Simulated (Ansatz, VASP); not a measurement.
## CdSe: VASP beside Ansatz

Contents of INCAR:

```
PREC = Accurate ; ENCUT = 500
EDIFF = 1E-6 ; ISMEAR = 0
SIGMA = 0.05 ; LREAL = False
LASPH = True ; NELM = 120
ALGO = Normal ; ISIF = 2
LWAVE = False ; LCHARG = True
GGA = PE ; LELF = True
LVHAR = True ; NBANDS = 16
GGA_COMPAT = False
```

KPOINTS

```
regular mesh
0
Gamma
  6 6 6
```

POSCAR

```
CdSe
1.0
    0.0000000000      2.9040377650      2.9040377650
    2.9040377650      0.0000000000      2.9040377650
    2.9040377650      2.9040377650      0.0000000000
Cd Se
1 1
Direct
    0.0000000000      0.0000000000      0.0000000000
    0.5000000000      0.5000000000      0.5000000000
```

Input for Ansatz:

```yaml
crystal:
  lattice:
    - [0.0, 2.904037765, 2.904037765]
    - [2.904037765, 0.0, 2.904037765]
    - [2.904037765, 2.904037765, 0.0]
  atoms:
    - { symbol: Cd, position: [0.0, 0.0, 0.0] }
    - { symbol: Se, position: [0.5, 0.5, 0.5] }
basis:
  ecutwfc: 420
kpoints:
  mp_grid: { grid: [6, 6, 6] }
hamiltonian:
  xc: pbe
scf:
  occupations: { method: gaussian, width: 0.05 }
output:
  forces: true
  stress: true
  eigenvalues: true
```

Alike in both runs: task single point; functional PBE; k mesh 6 × 6 × 6; occupations gaussian, width 0.05 eV; no spin polarisation.

|  | VASP | Ansatz |
| --- | --- | --- |
| version | VASP 6.6.1 | Ansatz 0.2.0 |
| potentials or method | VASP PAW PBE potentials, release 64 (Cd, Se), cutoff 500 eV | scalar-relativistic, plane waves, PAW |
| valence electrons in the cell | 18 | 36 |

|  | VASP | Ansatz | Ansatz less VASP |
| --- | --- | --- | --- |
| gap on the k mesh at the Fermi level (eV) | none | none | - |
| pressure (GPa) | -1.7 | -1.9 | -0.28 |

A gap of «none» marks a metal or a gap that the smearing closes. VASP's potentials hold 18 valence electrons a cell and Ansatz's 36, so a difference there can come from the potentials and not from the codes.
